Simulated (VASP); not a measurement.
Input of a VASP 6.6.1 run:

INCAR

```
PREC = Accurate
ENCUT = 520
EDIFF = 1E-8
ISMEAR = -1
SIGMA = 0.05
LREAL = F
LASPH = T
NELM = 100
ALGO = Normal
ISIF = 2
LWAVE = F
LCHARG = F
GGA = PE
LEFG = T
NBANDS = 32
```

The input KPOINTS:

```
regular mesh
0
Gamma
  12 12 6
```

POSCAR

```
Lu
1.0
    3.4809677433      0.0000000000      0.0000000000
   -1.7404838717      3.0146064955      0.0000000000
    0.0000000000      0.0000000000      5.4281725394
Lu
2
Direct
    0.3333333333      0.6666666667      0.2500000000
    0.6666666667      0.3333333333      0.7500000000
```

Potentials or basis: VASP PAW PBE potentials, release 64 (Lu).

The run is started by

```sh
$ cat potpaw_PBE.64/Lu/POTCAR > POTCAR
$ mpirun -np 1 vasp_std > vasp.out
```

Task: Estimate the band gap on the k mesh.

Result: Zero (bands 25 and 26 overlap by 1.88 eV).

Task: Predict the pressure.

Result: 1.2 GPa.

Electric field gradients, principal values (V/Å²):
| atom | least | middle | greatest (by size) |
| --- | --- | --- | --- |
| 1 Lu | -39.548 | -39.551 | 79.100 |
| 2 Lu | -39.548 | -39.551 | 79.100 |

Caveat: without QUAD_EFG the Cq values of the log hold for a quadrupole moment of 1 mb, not for the nuclei; spin-orbit coupling is left out, which moves the levels of the heavy elements.
